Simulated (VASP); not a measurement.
# CaF2 (Fm-3m) in VASP: further runs

The runs below take CaF2 through single point, with r2SCAN.

All numbers are computed with VASP 6.6.1; they aren't measurements. Logs are shortened: lines on timing, memory, paths and dates and some standing lists are left out, and cuts for length are marked.

### 1 The cell of the first run

The structure is cubic, space group Fm-3m (No. 225). The conventional cell has a = 5.439 Å, b = 5.439 Å, c = 5.439 Å, α = 90.00°, β = 90.00°, γ = 90.00°. Within 3.1 Å of Ca (site symmetry m-3m) lie 8 F at 2.36 Å. Within 3.1 Å of F (site symmetry -43m) lie 4 Ca at 2.36 Å and 6 F at 2.72 Å.

### 2 Single point, r2SCAN

Input file POSCAR:

```
CaF2
1.0
    0.0000000000      2.7196081860      2.7196081860
    2.7196081860      0.0000000000      2.7196081860
    2.7196081860      2.7196081860      0.0000000000
Ca F
1 2
Direct
    0.0000000000      0.0000000000      0.0000000000
    0.7500000000      0.7500000000      0.7500000000
    0.2500000000      0.2500000000      0.2500000000
```

Input file INCAR.step1:

```
SYSTEM = CaF2
PREC = Accurate
ENCUT = 660
ISMEAR = 0
SIGMA = 0.02
LREAL = .FALSE.
LASPH = .TRUE.
NELM = 120
NBANDS = 19
GGA = PE
ALGO = Normal
EDIFF = 1E-5
LWAVE = .TRUE.
LCHARG = .FALSE.
GGA_COMPAT = .FALSE.
```

Input file INCAR.step2:

```
SYSTEM = CaF2
PREC = Accurate
ENCUT = 660
EDIFF = 1E-6
ISMEAR = 0
SIGMA = 0.02
LREAL = .FALSE.
LASPH = .TRUE.
NELM = 120
ALGO = Normal
ISIF = 2
LWAVE = .FALSE.
LCHARG = .FALSE.
METAGGA = R2SCAN
LMIXTAU = .TRUE.
NBANDS = 19
ISTART = 1
GGA_COMPAT = .FALSE.
```

Input file KPOINTS:

```
Automatic mesh
0
G
  8 8 8
  0 0 0
```

Potentials or basis: VASP PAW PBE potentials, release 64 (Ca_sv, F).

The run is started by

```sh
$ cat potpaw_PBE.64/Ca_sv/POTCAR potpaw_PBE.64/F/POTCAR > POTCAR
$ cp INCAR.step1 INCAR
$ mpirun -np 1 vasp_std > vasp.out
$ cp INCAR.step2 INCAR
$ mpirun -np 1 vasp_std > vasp.out
```

OUTCAR:

```text
SYSTEM = CaF2
   PREC = Accurate
   ENCUT = 660
   EDIFF = 1E-6
   ISMEAR = 0
   LREAL = .FALSE.
   LASPH = .TRUE.
   NELM = 120
   ISIF = 2
   METAGGA = R2SCAN
   ISTART = 1

 ion  position               nearest neighbor table
   1  0.000  0.000  0.000-   2 2.36   2 2.36   2 2.36   3 2.36   3 2.36   3 2.36   3 2.36   2 2.36

   2  0.750  0.750  0.750-   1 2.36   1 2.36   1 2.36   1 2.36
   3  0.250  0.250  0.250-   1 2.36   1 2.36   1 2.36   1 2.36

  LATTYP: Found a face centered cubic cell.
 ALAT       =     5.4392163720

  Lattice vectors:

 A1 = (   0.0000000000,   2.7196081860,   2.7196081860)
 A2 = (   2.7196081860,   0.0000000000,   2.7196081860)
 A3 = (   2.7196081860,   2.7196081860,   0.0000000000)

Analysis of symmetry for initial positions (statically):
=====================================================================
 Subroutine PRICEL returns:
 Original cell was already a primitive cell.

 Routine SETGRP: Setting up the symmetry group for a
 face centered cubic supercell.

 Subroutine GETGRP returns: Found 48 space group operations
 (whereof 48 operations were pure point group operations)
 out of a pool of 48 trial point group operations.

The static configuration has the point symmetry O_h .

Analysis of symmetry for dynamics (positions and initial velocities):
=====================================================================
 Subroutine PRICEL returns:
 Original cell was already a primitive cell.

 Routine SETGRP: Setting up the symmetry group for a
 face centered cubic supercell.

 Subroutine GETGRP returns: Found 48 space group operations
 (whereof 48 operations were pure point group operations)
 out of a pool of 48 trial point group operations.

The dynamic configuration has the point symmetry O_h .

 Subroutine INISYM returns: Found 48 space group operations
 (whereof 48 operations are pure point group operations),
 and found     1 'primitive' translations

----------------------------------------------------------------------------------------

                                     Primitive cell

  volume of cell :      40.2299

  direct lattice vectors                    reciprocal lattice vectors
     0.000000000  2.719608186  2.719608186    -0.183850013  0.183850013  0.183850013
     2.719608186  0.000000000  2.719608186     0.183850013 -0.183850013  0.183850013
     2.719608186  2.719608186  0.000000000     0.183850013  0.183850013 -0.183850013

  length of vectors
     3.846106781  3.846106781  3.846106781     0.318437563  0.318437563  0.318437563

  position of ions in fractional coordinates (direct lattice)
     0.000000000  0.000000000  0.000000000
     0.750000000  0.750000000  0.750000000
     0.250000000  0.250000000  0.250000000

  ion indices of the primitive-cell ions
   primitive index   ion index
                 1           1
                 2           2
                 3           3

----------------------------------------------------------------------------------------

 KPOINTS: Automatic mesh

Automatic generation of k-mesh.
 Grid dimensions read from file:
 generate k-points for:    8    8    8

 Generating k-lattice:

  Cartesian coordinates                     Fractional coordinates (reciprocal lattice)
    -0.022981252  0.022981252  0.022981252     0.125000000  0.000000000  0.000000000
     0.022981252 -0.022981252  0.022981252     0.000000000  0.125000000  0.000000000
     0.022981252  0.022981252 -0.022981252     0.000000000  0.000000000  0.125000000

  Length of vectors
     0.039804695  0.039804695  0.039804695

  Shift w.r.t. Gamma in fractional coordinates (k-lattice)
     0.000000000  0.000000000  0.000000000

 Subroutine IBZKPT returns following result:
 ===========================================

 Found     29 irreducible k-points:

 Following reciprocal coordinates:
            Coordinates               Weight
  0.000000  0.000000  0.000000      1.000000
  0.125000  0.000000  0.000000      8.000000
  0.250000  0.000000  0.000000      8.000000
  0.375000  0.000000  0.000000      8.000000
  0.500000  0.000000  0.000000      4.000000
  0.125000  0.125000  0.000000      6.000000
[... 16 lines left out ...]
  0.500000  0.250000  0.125000     48.000000
 -0.375000  0.250000  0.125000     24.000000
 [... further k-points ...]
   k-points           NKPTS =     29   k-points in BZ     NKDIM =     29   number of bands    NBANDS=     19
   number of dos      NEDOS =    301   number of ions     NIONS =      3
   total plane-waves  NPLWV =  32768
   dimension x,y,z NGX =    32 NGY =   32 NGZ =   32
   dimension x,y,z NGXF=    64 NGYF=   64 NGZF=   64
   ions per type =               1   2
   NGX,Y,Z   is equivalent  to a cutoff of  13.83, 13.83, 13.83 a.u.
   NGXF,Y,Z  is equivalent  to a cutoff of  27.66, 27.66, 27.66 a.u.
 SYSTEM =  CaF2
   PREC   = accura    normal or accurate (medium, high low for compatibility)
   ISTART =      1    job   : 0-new  1-cont  2-samecut
   ICHARG =      0    charge: 1-file 2-atom 10-const
   ISPIN  =      1    spin polarized calculation?
   LNONCOLLINEAR =      F non collinear calculations
   LSORBIT =      F    spin-orbit coupling
   LASPH  =      T    aspherical Exc in radial PAW
   ENCUT  =  660.0 eV  48.51 Ry    6.96 a.u.   8.06  8.06  8.06*2*pi/ulx,y,z
   NELM   =    120;   NELMIN=  2; NELMDL=  0     # of ELM steps
   EDIFF  = 0.1E-05   stopping-criterion for ELM
   LREAL  =      F    real-space projection
   EDIFFG = 0.1E-04   stopping-criterion for IOM
   NSW    =      0    number of steps for IOM
   IBRION =     -1    ionic relax: 0-MD 1-quasi-New 2-CG
   NFREE  =      0    steps in history (QN), initial steepest desc. (CG)
   ISIF   =      2    stress and relaxation
   ISYM   =      2    0-nonsym 1-usesym 2-fastsym
   POTIM  = 0.5000    time-step for ionic-motion
   TEBEG  =    0.0;   TEEND  =   0.0 temperature during run
   PSTRESS=    0.0 pullay stress
   NELECT =      24.0000    total number of electrons
   NUPDOWN=      -1.0000    fix difference up-down
   EMIN   =  10.00;   EMAX   =-10.00  energy-range for DOS
   EFERMI =   0.00;   METHOD = LEGACY
   ISMEAR =     0;   SIGMA  =   0.02  broadening in eV -4-tet -1-fermi 0-gaus
   EFERMI_NEDOS =   21; number of points for ismear=-14 and -15
   IALGO  =     38    algorithm
   IMIX   =      4    mixing-type and parameters
     AMIX     =   0.40;   BMIX     =  1.00
     AMIX_MAG =   1.60;   BMIX_MAG =  1.00
  volume/ion in A,a.u.               =      13.41        90.49
  Fermi-wavevector in a.u.,A,eV,Ry     =   1.378147  2.604320 25.841401  1.899289
  Thomas-Fermi vector in A             =   2.503235
   LORBIT       =      0    0 simple, 1 ext, 2 COOP (PROOUT), +10 PAW based schemes
   METAGGA = R2SCAN    functional components
   LHFCALC =     F    Hartree Fock is set to
   AEXX    =    0.0000 exact exchange contribution
   IVDW    =     0    specifies the selected vdW correction
   LEPSILON=     F    determine dielectric tensor
   LRPA    =     F    only Hartree local field effects (RPA)
 non-spin polarized calculation
 Gauss-broadening in eV      SIGMA  =   0.02
  energy-cutoff  :      660.00
  volume of cell :       40.23
 maximum number of plane-waves:      1572
   NGX = 17   NGY = 17   NGZ = 17

 number of electron      23.9999986 magnetization

 Free energy of the ion-electron system (eV)
  ---------------------------------------------------
  ext. energy  EPLUGINS =         0.00000000
  ---------------------------------------------------
  free energy    TOTEN  =       -25.95883755 eV

  energy without entropy =      -25.95883755  energy(sigma->0) =      -25.95883755

 E-fermi :  -1.3492     XC(G=0): -10.3113

 val. band max:       -1.4803306215   @ k =   0.5000   0.5000   0.0000
 cond. band min:       6.5455831572   @ k =   0.0000   0.0000   0.0000
 fundamental gap:      8.0259137787
 Fermi energy:        -1.3491556540

 k-point     1 :       0.0000    0.0000    0.0000
  band No.  band energies     occupation
      1     -38.6639      2.00000
      2     -22.5740      2.00000
      3     -21.8060      2.00000
      4     -18.7269      2.00000
      5     -18.7269      2.00000
      6     -18.7269      2.00000
[... 11 lines left out ...]
     18      10.7822      0.00000
     19      16.4607      0.00000

 k-point     2 :       0.1250    0.0000    0.0000
  band No.  band energies     occupation
      1     -38.6586      2.00000
      2     -22.6025      2.00000
      3     -21.8446      2.00000
      4     -18.7334      2.00000
      5     -18.7334      2.00000
      6     -18.6708      2.00000
[... 11 lines left out ...]
     18      10.7398      0.00000
     19      15.7290      0.00000

 k-point     3 :       0.2500    0.0000    0.0000
  band No.  band energies     occupation
      1     -38.6458      2.00000
      2     -22.6462      2.00000
      3     -21.9674      2.00000
      4     -18.7490      2.00000
      5     -18.7490      2.00000
      6     -18.5274      2.00000
[... 11 lines left out ...]
     18      10.6384      0.00000
     19      14.4636      0.00000

 k-point     4 :       0.3750    0.0000    0.0000
  band No.  band energies     occupation
      1     -38.6330      2.00000
      2     -22.6462      2.00000
      3     -22.1374      2.00000
      4     -18.7645      2.00000
      5     -18.7645      2.00000
      6     -18.3754      2.00000
[... 407 lines left out ...]
     18      10.7415      0.00000
     19      14.9929      0.00000

 k-point    23 :       0.5000    0.2500    0.1250
  band No.  band energies     occupation
      1     -38.6259      2.00000
      2     -22.6394      2.00000
      3     -22.2366      2.00000
      4     -18.7896      2.00000
      5     -18.6472      2.00000
      6     -18.4000      2.00000
[... 11 lines left out ...]
     18      11.3136      0.00000
     19      14.3919      0.00000

 k-point    24 :      -0.3750    0.2500    0.1250
  band No.  band energies     occupation
      1     -38.6216      2.00000
      2     -22.5653      2.00000
      3     -22.3729      2.00000
      4     -18.7973      2.00000
      5     -18.6049      2.00000
      6     -18.3865      2.00000
[... 11 lines left out ...]
     18      11.8102      0.00000
     19      13.9756      0.00000

 [... further k-points ...]

------------------------ aborting loop because EDIFF is reached ----------------------------------------

  FORCE on cell =-STRESS in cart. coord.  units (eV):
  Direction    XX          YY          ZZ          XY          YZ          ZX
  --------------------------------------------------------------------------------------
  -------------------------------------------------------------------------------------
  Total        0.1035607      0.1035607      0.1035607      0.0000000     -0.0000000     -0.0000000
  in kB        4.1243594      4.1243594      4.1243594      0.0000000     -0.0000000     -0.0000000
  external PRESSURE =       4.1243594 kB  Pullay stress =       0.0000000 kB

 VOLUME and BASIS-vectors are now :
 -----------------------------------------------------------------------------
  energy-cutoff  :      660.00
  volume of cell :       40.23
      direct lattice vectors                 reciprocal lattice vectors
     0.000000000  2.719608186  2.719608186    -0.183850013  0.183850013  0.183850013
     2.719608186  0.000000000  2.719608186     0.183850013 -0.183850013  0.183850013
     2.719608186  2.719608186  0.000000000     0.183850013  0.183850013 -0.183850013

 POSITION                                       TOTAL-FORCE (eV/Angst)
 -----------------------------------------------------------------------------------
      0.00000      0.00000      0.00000        -0.000000     -0.000000     -0.000000
      4.07941      4.07941      4.07941         0.000000     -0.000000     -0.000000
      1.35980      1.35980      1.35980         0.000000      0.000000      0.000000
 -----------------------------------------------------------------------------------
    total drift:                                0.000000     -0.000000      0.000000

  FREE ENERGIE OF THE ION-ELECTRON SYSTEM (eV)
  ---------------------------------------------------
  free  energy   TOTEN  =       -25.9588375486 eV

  energy  without entropy=      -25.9588375486  energy(sigma->0) =      -25.95883755
```

It took 2.3 min on 1 thread of AMD EPYC 7R13, shared host; peak memory 0.17 GiB.

Results:

| Property | Result |
| --- | --- |
| Free energy | -25.9588 eV |
| Pressure | 0.4 GPa |
| Band gap on the k mesh | 8.03 eV, indirect (least direct gap 8.29 eV) |

Levels at points of the mesh, in eV from the valence-band top:
| k point | band 9 | band 10 | band 11 | band 12 | band 13 | band 14 | band 15 | band 16 |
| --- | --- | --- | --- | --- | --- | --- | --- | --- |
| (0.00, 0.00, 0.00) | -2.14 | -0.26 | -0.26 | -0.26 | 8.03 | 10.06 | 10.06 | 12.26 |
| (0.50, 0.00, 0.00) | -1.28 | -1.26 | -0.84 | -0.84 | 10.26 | 10.26 | 10.75 | 11.29 |
| (0.50, 0.50, 0.00) | -1.67 | -0.36 | -0.36 | 0.00 | 8.79 | 10.52 | 11.00 | 11.88 |

Caveat: the PAW data sets were made with another functional, which shifts forces and pressure a little.

### 3 Single point, r2SCAN

POSCAR is that of step 2.

Input file INCAR.step1:

```
ALGO = Normal ; EDIFF = 1E-5
ENCUT = 660 ; GGA = PE
GGA_COMPAT = F ; ISMEAR = 0
LASPH = T ; LCHARG = F
LREAL = F ; LWAVE = T
NBANDS = 19 ; NELM = 120
PREC = Accurate ; SIGMA = 0.02
```

Input file INCAR.step2:

```
ALGO = Normal ; EDIFF = 1E-6
ENCUT = 660 ; GGA_COMPAT = F
ISIF = 2 ; ISMEAR = 0
ISTART = 1 ; LASPH = T
LCHARG = F ; LMIXTAU = T
LREAL = F ; LWAVE = F
METAGGA = R2SCAN ; NBANDS = 19
NELM = 120 ; PREC = Accurate
SIGMA = 0.02
```

Input file KPOINTS:

```
k-points
0
Gamma
  8 8 8
```

Potentials or basis: VASP PAW PBE potentials, release 64 (Ca_sv, F).

The run is started by

```sh
$ cat potpaw_PBE.64/Ca_sv/POTCAR potpaw_PBE.64/F/POTCAR > POTCAR
$ cp INCAR.step1 INCAR
$ mpirun -np 1 vasp_std > vasp.out
$ cp INCAR.step2 INCAR
$ mpirun -np 1 vasp_std > vasp.out
```

OUTCAR:

```text
EDIFF = 1E-6
   ENCUT = 660
   ISIF = 2
   ISMEAR = 0
   ISTART = 1
   LASPH = T
   LREAL = F
   METAGGA = R2SCAN
   NELM = 120
   PREC = Accurate

 ion  position               nearest neighbor table
   1  0.000  0.000  0.000-   2 2.36   2 2.36   2 2.36   3 2.36   3 2.36   3 2.36   3 2.36   2 2.36

   2  0.750  0.750  0.750-   1 2.36   1 2.36   1 2.36   1 2.36
   3  0.250  0.250  0.250-   1 2.36   1 2.36   1 2.36   1 2.36

  LATTYP: Found a face centered cubic cell.
 ALAT       =     5.4392163720

  Lattice vectors:

 A1 = (   0.0000000000,   2.7196081860,   2.7196081860)
 A2 = (   2.7196081860,   0.0000000000,   2.7196081860)
 A3 = (   2.7196081860,   2.7196081860,   0.0000000000)

Analysis of symmetry for initial positions (statically):
=====================================================================
 Subroutine PRICEL returns:
 Original cell was already a primitive cell.

 Routine SETGRP: Setting up the symmetry group for a
 face centered cubic supercell.

 Subroutine GETGRP returns: Found 48 space group operations
[... 163 lines left out ...]
  free energy    TOTEN  =       -25.95883755 eV

  energy without entropy =      -25.95883755  energy(sigma->0) =      -25.95883755

 E-fermi :  -1.3492     XC(G=0): -10.3113

 val. band max:       -1.4803306215   @ k =   0.5000   0.5000   0.0000
 cond. band min:       6.5455831572   @ k =   0.0000   0.0000   0.0000
 fundamental gap:      8.0259137787
 Fermi energy:        -1.3491556540

 k-point     1 :       0.0000    0.0000    0.0000
  band No.  band energies     occupation
      1     -38.6639      2.00000
      2     -22.5740      2.00000
      3     -21.8060      2.00000
      4     -18.7269      2.00000
      5     -18.7269      2.00000
      6     -18.7269      2.00000
[... 505 lines left out ...]
      6     -18.3865      2.00000
[... 11 lines left out ...]
     18      11.8102      0.00000
     19      13.9756      0.00000

 [... further k-points ...]

------------------------ aborting loop because EDIFF is reached ----------------------------------------

  FORCE on cell =-STRESS in cart. coord.  units (eV):
  Direction    XX          YY          ZZ          XY          YZ          ZX
  --------------------------------------------------------------------------------------
  -------------------------------------------------------------------------------------
  Total        0.1035607      0.1035607      0.1035607      0.0000000     -0.0000000     -0.0000000
  in kB        4.1243594      4.1243594      4.1243594      0.0000000     -0.0000000     -0.0000000
  external PRESSURE =       4.1243594 kB  Pullay stress =       0.0000000 kB

 VOLUME and BASIS-vectors are now :
 -----------------------------------------------------------------------------
  energy-cutoff  :      660.00
  volume of cell :       40.23
      direct lattice vectors                 reciprocal lattice vectors
     0.000000000  2.719608186  2.719608186    -0.183850013  0.183850013  0.183850013
     2.719608186  0.000000000  2.719608186     0.183850013 -0.183850013  0.183850013
     2.719608186  2.719608186  0.000000000     0.183850013  0.183850013 -0.183850013

 POSITION                                       TOTAL-FORCE (eV/Angst)
 -----------------------------------------------------------------------------------
      0.00000      0.00000      0.00000        -0.000000     -0.000000     -0.000000
      4.07941      4.07941      4.07941         0.000000     -0.000000     -0.000000
      1.35980      1.35980      1.35980         0.000000      0.000000      0.000000
 -----------------------------------------------------------------------------------
    total drift:                                0.000000     -0.000000      0.000000

  FREE ENERGIE OF THE ION-ELECTRON SYSTEM (eV)
  ---------------------------------------------------
  free  energy   TOTEN  =       -25.9588375486 eV

  energy  without entropy=      -25.9588375486  energy(sigma->0) =      -25.95883755
```

OSZICAR.step1:

```text
N       E                     dE             d eps       ncg     rms          rms(c)
DAV:   1     0.245510046753E+03    0.24551E+03   -0.15495E+04  1102   0.155E+03
DAV:   2    -0.557918415987E+01   -0.25109E+03   -0.24123E+03  1325   0.387E+02
DAV:   3    -0.181895023325E+02   -0.12610E+02   -0.12548E+02  1230   0.916E+01
DAV:   4    -0.186203623991E+02   -0.43086E+00   -0.42976E+00  1728   0.129E+01
DAV:   5    -0.186233806051E+02   -0.30182E-02   -0.30181E-02  1223   0.127E+00    0.798E+00
DAV:   6    -0.173063566147E+02    0.13170E+01   -0.54284E+00  1177   0.161E+01    0.299E+00
DAV:   7    -0.173046436966E+02    0.17129E-02   -0.11877E-01  1272   0.346E+00    0.172E+00
DAV:   8    -0.173234286119E+02   -0.18785E-01   -0.41831E-02  1200   0.223E+00    0.233E-01
DAV:   9    -0.173254854626E+02   -0.20569E-02   -0.73731E-03  1312   0.652E-01    0.129E-01
DAV:  10    -0.173263587949E+02   -0.87333E-03   -0.18202E-03  1157   0.337E-01    0.246E-02
DAV:  11    -0.173263738083E+02   -0.15013E-04   -0.15821E-04  1273   0.101E-01    0.157E-02
DAV:  12    -0.173263733002E+02    0.50815E-06   -0.19146E-05  1063   0.458E-02
   1 F= -.17326373E+02 E0= -.17326373E+02  d E =-.485144E-20
```

It took 2.4 min on 1 thread of AMD EPYC 7R13, shared host; peak memory 0.17 GiB.

What came out:

| Quantity | Value |
| --- | --- |
| Free energy | -25.9588 eV |
| Pressure | 0.4 GPa |
| Band gap on the k mesh | 8.03 eV, indirect (least direct gap 8.29 eV) |

Caveat: the PAW data sets were made with another functional, which shifts forces and pressure a little. r2SCAN opens gaps a little over a GGA but as a rule still falls short of measured ones.
